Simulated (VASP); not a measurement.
Set up this calculation in VASP 6.6.1, as the native input.

```
Task                   : single point
Functional             : r2SCAN
Dispersion             : rVV10
Potentials or basis    : VASP PAW PBE potentials, release 64 (Ca_sv, Cu, I)
Cutoff                 : 520 eV
k mesh                 : 6 × 6 × 6
Occupations            : fermi-dirac, width 0.03 eV
Spin                   : no spin polarisation
Dipole correction      : no
Further INCAR settings : ALGO = Normal; EDIFF = 1e-06; NBANDS = 29
```

CaCuI3:

```
Ca Cu I
1.0
     5.44859    0.00000    0.00000
     0.00000    5.44859    0.00000
     0.00000    0.00000    5.44859
Ca Cu I
1 1 3
Direct
  0.00000 0.00000 0.00000
  0.50000 0.50000 0.50000
  0.00000 0.50000 0.50000
  0.50000 0.00000 0.50000
  0.50000 0.50000 0.00000
```

One way to write it, as run:

POSCAR

```
CaCuI3
1.0
    5.4485936735      0.0000000000      0.0000000000
    0.0000000000      5.4485936735      0.0000000000
    0.0000000000      0.0000000000      5.4485936735
Ca Cu I
1 1 3
Direct
    0.0000000000      0.0000000000      0.0000000000
    0.5000000000      0.5000000000      0.5000000000
    0.0000000000      0.5000000000      0.5000000000
    0.5000000000      0.0000000000      0.5000000000
    0.5000000000      0.5000000000      0.0000000000
```

INCAR.step1

```
PREC = Accurate
ENCUT = 520
ISMEAR = -1
SIGMA = 0.03
LREAL = F
LASPH = T
NELM = 60
NBANDS = 29
GGA = PE
ALGO = Normal
EDIFF = 1E-4
LWAVE = T
LCHARG = F
```

INCAR.step2

```
PREC = Accurate
ENCUT = 520
EDIFF = 1E-6
ISMEAR = -1
SIGMA = 0.03
LREAL = F
LASPH = T
NELM = 60
ALGO = Normal
ISIF = 2
LWAVE = F
LCHARG = T
METAGGA = R2SCAN
LMIXTAU = T
LUSE_VDW = T
IVDW_NL = 2
BPARAM = 11.95
CPARAM = 0.0093
LELF = T
LVHAR = T
NBANDS = 29
ISTART = 1
```

KPOINTS

```
regular mesh
0
Gamma
  6 6 6
```

Potentials or basis: VASP PAW PBE potentials, release 64 (Ca_sv, Cu, I).

Run with:

```console
$ cat potpaw_PBE.64/Ca_sv/POTCAR potpaw_PBE.64/Cu/POTCAR potpaw_PBE.64/I/POTCAR > POTCAR
$ cp INCAR.step1 INCAR
$ mpirun -np 1 vasp_std > vasp.out
$ cp INCAR.step2 INCAR
$ mpirun -np 1 vasp_std > vasp.out
```

Results of the run:

- Pressure: 0.1 GPa
- Band gap on the k mesh: zero (band 21 reaches 5.34 eV, above the bottom of band 22 at 4.58 eV)

Caveat: the PAW data sets were made with another functional, which shifts forces and pressure a little; spin-orbit coupling is left out, which moves the levels of the heavy elements; semilocal functionals often make such compounds metallic where correlation or magnetic order opens a gap, which also shifts bond lengths.

Wall time 14 min on 1 thread of AMD EPYC 7R43 64-Core Processor (Zen 3) (shared host), peak memory 0.56 GiB.
